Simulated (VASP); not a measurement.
# GaSb (F-43m) in VASP: single point with PBE

Aim: the single point of GaSb with PBE.

Everything below comes from runs of VASP 6.6.1. Logs are shortened: lines on timing, memory, paths and dates and some standing lists are left out, and cuts for length are marked.

## 1. The cell of the first run

The structure is cubic, space group F-43m (No. 216). Conventional cell: a = 6.118 Å, b = 6.118 Å, c = 6.118 Å, α = 90.00°, β = 90.00°, γ = 90.00°. Ga (site symmetry -43m) has 4 Sb at 2.65 Å within 3.5 Å. Sb (site symmetry -43m) has 4 Ga at 2.65 Å within 3.5 Å.

## 2. Single point, PBE

The input, INCAR:

```
SYSTEM = GaSb
PREC     = Accurate       ! precision mode
ENCUT    = 500            ! plane-wave cutoff, eV
EDIFF    = 1E-6           ! SCF threshold, eV
ISMEAR   = -1             ! smearing method
SIGMA    = 0.05           ! smearing width, eV
LREAL    = .False.        ! projectors in reciprocal space
LASPH    = .True.         ! aspherical terms in the spheres
NELM     = 120            ! most SCF steps
ALGO     = Normal         ! electronic algorithm
ISIF     = 2              ! what is computed and relaxed
LWAVE    = .False.        ! write WAVECAR
LCHARG   = .False.        ! write CHGCAR
GGA      = PE             ! functional
NBANDS   = 86             ! bands
GGA_COMPAT= .False.
```

The input, KPOINTS:

```
Automatic mesh
0
Gamma
  2 2 2
  0 0 0
```

The input, POSCAR:

```
GaSb
1.0
    0.0000000000      6.1180000000      6.1180000000
    6.1180000000      0.0000000000      6.1180000000
    6.1180000000      6.1180000000      0.0000000000
Ga Sb
8 8
Direct
    0.0000000000      0.0000000000      0.0000000000
    0.0000000000      0.0000000000      0.5000000000
    0.0000000000      0.5000000000      0.0000000000
    0.0000000000      0.5000000000      0.5000000000
    0.5000000000      0.0000000000      0.0000000000
    0.5000000000      0.0000000000      0.5000000000
    0.5000000000      0.5000000000      0.0000000000
    0.5000000000      0.5000000000      0.5000000000
    0.1250000000      0.1250000000      0.1250000000
    0.1250000000      0.1250000000      0.6250000000
    0.1250000000      0.6250000000      0.1250000000
    0.1250000000      0.6250000000      0.6250000000
    0.6250000000      0.1250000000      0.1250000000
    0.6250000000      0.1250000000      0.6250000000
    0.6250000000      0.6250000000      0.1250000000
    0.6250000000      0.6250000000      0.6250000000
```

Potentials or basis: VASP PAW PBE potentials, release 64 (Ga_d, Sb).

Launch:

```bash
$ cat potpaw_PBE.64/Ga_d/POTCAR potpaw_PBE.64/Sb/POTCAR > POTCAR
$ mpirun -np 1 vasp_std > vasp.out
```

OUTCAR:

```text
SYSTEM = GaSb
   PREC = Accurate
   ENCUT = 500
   EDIFF = 1E-6
   ISMEAR = -1
   LREAL = .False.
   LASPH = .True.
   NELM = 120
   ISIF = 2
   GGA = PE

 ion  position               nearest neighbor table
   1  0.000  0.000  0.000-  10 2.65  11 2.65  13 2.65   9 2.65
   2  0.000  0.000  0.500-   9 2.65  12 2.65  14 2.65  10 2.65
   3  0.000  0.500  0.000-   9 2.65  12 2.65  15 2.65  11 2.65
   4  0.000  0.500  0.500-  10 2.65  11 2.65  16 2.65  12 2.65
   5  0.500  0.000  0.000-   9 2.65  14 2.65  15 2.65  13 2.65
   6  0.500  0.000  0.500-  10 2.65  13 2.65  16 2.65  14 2.65
[... 8 lines left out ...]
  15  0.625  0.625  0.125-   3 2.65   5 2.65   8 2.65   7 2.65
  16  0.625  0.625  0.625-   4 2.65   6 2.65   7 2.65   8 2.65

  LATTYP: Found a face centered cubic cell.
 ALAT       =    12.2360000000

  Lattice vectors:

 A1 = (   0.0000000000,   6.1180000000,   6.1180000000)
 A2 = (   6.1180000000,   0.0000000000,   6.1180000000)
 A3 = (   6.1180000000,   6.1180000000,   0.0000000000)

Analysis of symmetry for initial positions (statically):
=====================================================================
 Subroutine PRICEL returns following result:

  LATTYP: Found a face centered cubic cell.
 ALAT       =     6.1180000000

  Lattice vectors:

 A1 = (   0.0000000000,   3.0590000000,   3.0590000000)
 A2 = (   3.0590000000,   0.0000000000,   3.0590000000)
 A3 = (   3.0590000000,   3.0590000000,   0.0000000000)

   8 primitive cells build up your supercell.

 Routine SETGRP: Setting up the symmetry group for a
 face centered cubic supercell.

 Subroutine GETGRP returns: Found 24 space group operations
 (whereof 24 operations were pure point group operations)
 out of a pool of 48 trial point group operations.

The static configuration has the point symmetry T_d .

Analysis of symmetry for dynamics (positions and initial velocities):
=====================================================================
 Subroutine PRICEL returns following result:

  LATTYP: Found a face centered cubic cell.
 ALAT       =     6.1180000000

  Lattice vectors:

 A1 = (   0.0000000000,   3.0590000000,   3.0590000000)
 A2 = (   3.0590000000,   0.0000000000,   3.0590000000)
 A3 = (   3.0590000000,   3.0590000000,   0.0000000000)

   8 primitive cells build up your supercell.

 Routine SETGRP: Setting up the symmetry group for a
 face centered cubic supercell.

 Subroutine GETGRP returns: Found 24 space group operations
 (whereof 24 operations were pure point group operations)
 out of a pool of 48 trial point group operations.

The dynamic configuration has the point symmetry T_d .

 Subroutine INISYM returns: Found 24 space group operations
 (whereof 24 operations are pure point group operations),
 and found     8 'primitive' translations

----------------------------------------------------------------------------------------

                                     Primitive cell

  volume of cell :      57.2491

  direct lattice vectors                    reciprocal lattice vectors
     0.000000000  3.059000000  3.059000000    -0.163452109  0.163452109  0.163452109
     3.059000000  0.000000000  3.059000000     0.163452109 -0.163452109  0.163452109
     3.059000000  3.059000000  0.000000000     0.163452109  0.163452109 -0.163452109

  length of vectors
     4.326079287  4.326079287  4.326079287     0.283107357  0.283107357  0.283107357

  position of ions in fractional coordinates (direct lattice)
     0.000000000  0.000000000  0.000000000
     0.250000000  0.250000000  0.250000000

  ion indices of the primitive-cell ions
   primitive index   ion index
                 1           1
                 2           9

----------------------------------------------------------------------------------------

 KPOINTS: Automatic mesh

Automatic generation of k-mesh.
 Grid dimensions read from file:
 generate k-points for:    2    2    2

 Generating k-lattice:

  Cartesian coordinates                     Fractional coordinates (reciprocal lattice)
    -0.040863027  0.040863027  0.040863027     0.500000000  0.000000000  0.000000000
     0.040863027 -0.040863027  0.040863027     0.000000000  0.500000000  0.000000000
     0.040863027  0.040863027 -0.040863027     0.000000000  0.000000000  0.500000000

  Length of vectors
     0.070776839  0.070776839  0.070776839

  Shift w.r.t. Gamma in fractional coordinates (k-lattice)
     0.000000000  0.000000000  0.000000000

 Subroutine IBZKPT returns following result:
 ===========================================

 Found      3 irreducible k-points:

 Following reciprocal coordinates:
            Coordinates               Weight
  0.000000  0.000000  0.000000      1.000000
  0.500000  0.000000  0.000000      4.000000
  0.500000  0.500000  0.000000      3.000000
   k-points           NKPTS =      3   k-points in BZ     NKDIM =      3   number of bands    NBANDS=     86
   number of dos      NEDOS =    301   number of ions     NIONS =     16
   total plane-waves  NPLWV = 262144
   dimension x,y,z NGX =    64 NGY =   64 NGZ =   64
   dimension x,y,z NGXF=   128 NGYF=  128 NGZF=  128
   ions per type =               8   8
   NGX,Y,Z   is equivalent  to a cutoff of  12.30, 12.30, 12.30 a.u.
   NGXF,Y,Z  is equivalent  to a cutoff of  24.59, 24.59, 24.59 a.u.
 SYSTEM =  GaSb
   PREC   = accura    normal or accurate (medium, high low for compatibility)
   ISTART =      0    job   : 0-new  1-cont  2-samecut
   ICHARG =      2    charge: 1-file 2-atom 10-const
   ISPIN  =      1    spin polarized calculation?
   LNONCOLLINEAR =      F non collinear calculations
   LSORBIT =      F    spin-orbit coupling
   LASPH  =      T    aspherical Exc in radial PAW
   ENCUT  =  500.0 eV  36.75 Ry    6.06 a.u.  15.77 15.77 15.77*2*pi/ulx,y,z
   NELM   =    120;   NELMIN=  2; NELMDL= -5     # of ELM steps
   EDIFF  = 0.1E-05   stopping-criterion for ELM
   LREAL  =      F    real-space projection
   EDIFFG = 0.1E-04   stopping-criterion for IOM
   NSW    =      0    number of steps for IOM
   IBRION =     -1    ionic relax: 0-MD 1-quasi-New 2-CG
   NFREE  =      0    steps in history (QN), initial steepest desc. (CG)
   ISIF   =      2    stress and relaxation
   ISYM   =      2    0-nonsym 1-usesym 2-fastsym
   POTIM  = 0.5000    time-step for ionic-motion
   TEBEG  =    0.0;   TEEND  =   0.0 temperature during run
   PSTRESS=    0.0 pullay stress
   NELECT =     144.0000    total number of electrons
   NUPDOWN=      -1.0000    fix difference up-down
   EMIN   =  10.00;   EMAX   =-10.00  energy-range for DOS
   EFERMI =   0.00;   METHOD = LEGACY
   ISMEAR =    -1;   SIGMA  =   0.05  broadening in eV -4-tet -1-fermi 0-gaus
   EFERMI_NEDOS =   21; number of points for ismear=-14 and -15
   IALGO  =     38    algorithm
   IMIX   =      4    mixing-type and parameters
     AMIX     =   0.40;   BMIX     =  1.00
     AMIX_MAG =   1.60;   BMIX_MAG =  1.00
  volume/ion in A,a.u.               =      28.62       193.17
  Fermi-wavevector in a.u.,A,eV,Ry     =   1.113208  2.103657 16.860766  1.239231
  Thomas-Fermi vector in A             =   2.249790
   LORBIT       =      0    0 simple, 1 ext, 2 COOP (PROOUT), +10 PAW based schemes
   GGA     = PE    functional components
   LHFCALC =     F    Hartree Fock is set to
   AEXX    =    0.0000 exact exchange contribution
   IVDW    =     0    specifies the selected vdW correction
   LEPSILON=     F    determine dielectric tensor
   LRPA    =     F    only Hartree local field effects (RPA)
 non-spin polarized calculation
  energy-cutoff  :      500.00
  volume of cell :      457.99
 maximum number of plane-waves:     11670
 NGX is ok and might be reduce to    64
   NGX = 31   NGY = 31   NGZ = 31

 number of electron     143.9999887 magnetization

 Free energy of the ion-electron system (eV)
  ---------------------------------------------------
  ext. energy  EPLUGINS =         0.00000000
  ---------------------------------------------------
  free energy    TOTEN  =       -57.26330510 eV

  energy without entropy =      -57.23500664  energy(sigma->0) =      -57.24915587

 E-fermi :   4.9737     XC(G=0):  -9.0595

 val. band max:        4.9424637241   @ k =   0.0000   0.0000   0.0000
 cond. band min:       5.3046009323   @ k =   0.0000   0.0000   0.0000
 fundamental gap:      0.3621372082
 Fermi energy:         4.9737035002

 k-point     1 :       0.0000    0.0000    0.0000
  band No.  band energies     occupation
      1     -10.1955      2.00000
      2     -10.1955      2.00000
      3     -10.1955      2.00000
      4     -10.1782      2.00000
      5     -10.1782      2.00000
      6     -10.1782      2.00000
[... 76 lines left out ...]
     83       6.1493      0.00000
     84       7.6641      0.00000

 k-point     2 :       0.5000    0.0000    0.0000
  band No.  band energies     occupation
      1     -10.1854      2.00000
      2     -10.1854      2.00000
      3     -10.1854      2.00000
      4     -10.1854      2.00000
      5     -10.1854      2.00000
      6     -10.1854      2.00000
[... 76 lines left out ...]
     83       8.5303      0.00000
     84       8.5307      0.00000

 k-point     3 :       0.5000    0.5000    0.0000
  band No.  band energies     occupation
      1     -10.1888      2.00000
      2     -10.1888      2.00000
      3     -10.1783      2.00000
      4     -10.1783      2.00000
      5     -10.1783      2.00000
      6     -10.1783      2.00000
[... 76 lines left out ...]
     83       9.2298      0.00000
     84       9.2321      0.00000
 [bands above 84 left out]

------------------------ aborting loop because EDIFF is reached ----------------------------------------

  FORCE on cell =-STRESS in cart. coord.  units (eV):
  Direction    XX          YY          ZZ          XY          YZ          ZX
  --------------------------------------------------------------------------------------
  -------------------------------------------------------------------------------------
  Total        8.5192708      8.5192708      8.5192708     -0.0000000      0.0000000     -0.0000000
  in kB       29.8026300     29.8026300     29.8026300     -0.0000000      0.0000000     -0.0000000
  external PRESSURE =      29.8026300 kB  Pullay stress =       0.0000000 kB

 VOLUME and BASIS-vectors are now :
 -----------------------------------------------------------------------------
  energy-cutoff  :      500.00
  volume of cell :      457.99
      direct lattice vectors                 reciprocal lattice vectors
     0.000000000  6.118000000  6.118000000    -0.081726054  0.081726054  0.081726054
     6.118000000  0.000000000  6.118000000     0.081726054 -0.081726054  0.081726054
     6.118000000  6.118000000  0.000000000     0.081726054  0.081726054 -0.081726054

 POSITION                                       TOTAL-FORCE (eV/Angst)
 -----------------------------------------------------------------------------------
      0.00000      0.00000      0.00000        -0.000000     -0.000000      0.000000
      3.05900      3.05900      0.00000        -0.000000     -0.000000     -0.000000
      3.05900      0.00000      3.05900        -0.000000     -0.000000     -0.000000
      6.11800      3.05900      3.05900        -0.000000     -0.000000     -0.000000
      0.00000      3.05900      3.05900        -0.000000     -0.000000     -0.000000
      3.05900      6.11800      3.05900        -0.000000     -0.000000     -0.000000
[... 8 lines left out ...]
      4.58850      4.58850      7.64750         0.000000      0.000000      0.000000
      7.64750      7.64750      7.64750         0.000000      0.000000     -0.000000
 -----------------------------------------------------------------------------------
    total drift:                                0.000002      0.000002      0.000003

  FREE ENERGIE OF THE ION-ELECTRON SYSTEM (eV)
  ---------------------------------------------------
  free  energy   TOTEN  =       -57.2633050954 eV

  energy  without entropy=      -57.2350066430  energy(sigma->0) =      -57.24915587
```

It took 3.3 min on 1 thread of Intel Xeon Platinum 8488C (Sapphire Rapids), shared host; peak memory 0.6 GiB.

What came out:

```yaml
Free_energy: -57.2633 eV
Pressure: 3.0 GPa
```

Caveat: the k points lie up to 0.44 Å⁻¹ apart; spin-orbit coupling is left out, which moves the levels of the heavy elements.
